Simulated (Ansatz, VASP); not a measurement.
MnO in VASP and in Ansatz

INCAR

```
SYSTEM = MnO
  PREC = Accurate
  ENCUT = 520
  EDIFF = 1E-6
  ISMEAR = -1
  SIGMA = 0.05
  LREAL = .False.
  LASPH = .True.
  NELM = 150
  ALGO = Normal
  ISIF = 2
  LWAVE = .False.
  LCHARG = .True.
  ISPIN = 2
  MAGMOM = 5.5 0
  LORBIT = 11
  LMAXMIX = 4
  GGA = PE
  LELF = .True.
  LVHAR = .True.
  NBANDS = 20
```

The input KPOINTS:

```
regular mesh
0
Gamma
  10 10 10
  0 0 0
```

The input POSCAR:

```
MnO
1.0
    0.0000000000      2.2239077028      2.2239077028
    2.2239077028      0.0000000000      2.2239077028
    2.2239077028      2.2239077028      0.0000000000
Mn O
1 1
Direct
    0.0000000000      0.0000000000      0.0000000000
    0.5000000000      0.5000000000      0.5000000000
```

The input input.yaml:

```yaml
crystal:
  lattice:
    - [0.0, 2.2239077028, 2.2239077028]
    - [2.2239077028, 0.0, 2.2239077028]
    - [2.2239077028, 2.2239077028, 0.0]
  atoms:
    - { symbol: Mn, position: [0.0, 0.0, 0.0], spin: 5.5 }
    - { symbol: O, position: [0.5, 0.5, 0.5] }
hamiltonian:
  xc: pbe
  pseudopotentials: { kind: paw }
magnetization:
  spin_polarized: true
kpoints:
  mp_grid: { grid: [10, 10, 10] }
scf:
  occupations: { method: fermi_dirac, width: 0.05 }
output:
  forces: true
  stress: true
  eigenvalues: true
```

Alike in both runs: task single point; functional PBE; k mesh 10 × 10 × 10; occupations fermi-dirac, width 0.05 eV; collinear spin.

|  | VASP | Ansatz |
| --- | --- | --- |
| version | VASP 6.6.1 | Ansatz 0.2.0 |
| potentials or method | VASP PAW PBE potentials, release 64 (Mn_pv, O) | Ansatz PAW |
| plane-wave cutoff (eV) | 520 | 420 |
| valence electrons in the cell | 19 | 21 |

|  | VASP | Ansatz | Ansatz less VASP |
| --- | --- | --- | --- |
| gap on the k mesh at the Fermi level (eV) | none | none | - |
| pressure (GPa) | 0.2 | 0.1 | -0.19 |
| net moment per atom (μB) | 2.40 | 2.40 | 0.000 |
| size of the moment on the site where the two differ most (μB) | 4.35 | 4.06 | -0.284 |

Site moments also hang on the region over which each program counts them. A gap of «none» marks a metal or a gap that the smearing closes. VASP's potentials hold 19 valence electrons a cell and Ansatz's 21, so a difference there can come from the potentials and not from the codes.
